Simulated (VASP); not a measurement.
A run of VASP 6.6.1 is set up as follows.

Contents of INCAR:

```
SYSTEM = Mg
PREC = Accurate ; ENCUT = 520
EDIFF = 1E-6 ; ISMEAR = -1
SIGMA = 0.3 ; LREAL = .False.
LASPH = .True. ; NELM = 80
ALGO = Normal ; ISIF = 2
LWAVE = .False. ; LCHARG = .True.
GGA = PE ; LELF = .True.
LVHAR = .True. ; NBANDS = 9
```

File KPOINTS:

```
regular mesh
0
Gamma
  11 11 6
  0 0 0
```

File POSCAR:

```
Mg
1.0
    3.1953117277      0.0000000000      0.0000000000
   -1.5976558638      2.7672211292      0.0000000000
    0.0000000000      0.0000000000      5.1879445283
Mg
2
Direct
    0.3333333333      0.6666666667      0.2500000000
    0.6666666667      0.3333333333      0.7500000000
```

Potentials or basis: VASP PAW PBE potentials, release 64 (Mg).

The run is started by

```bash
$ cat potpaw_PBE.64/Mg/POTCAR > POTCAR
$ mpirun -np 1 vasp_std > vasp.out
```

Question: Estimate the pressure.

Answer: 0.2 GPa.

Question: Predict the band gap on the k mesh.

Answer: Zero (band 2 reaches 3.51 eV, above the bottom of band 3 at 1.40 eV).
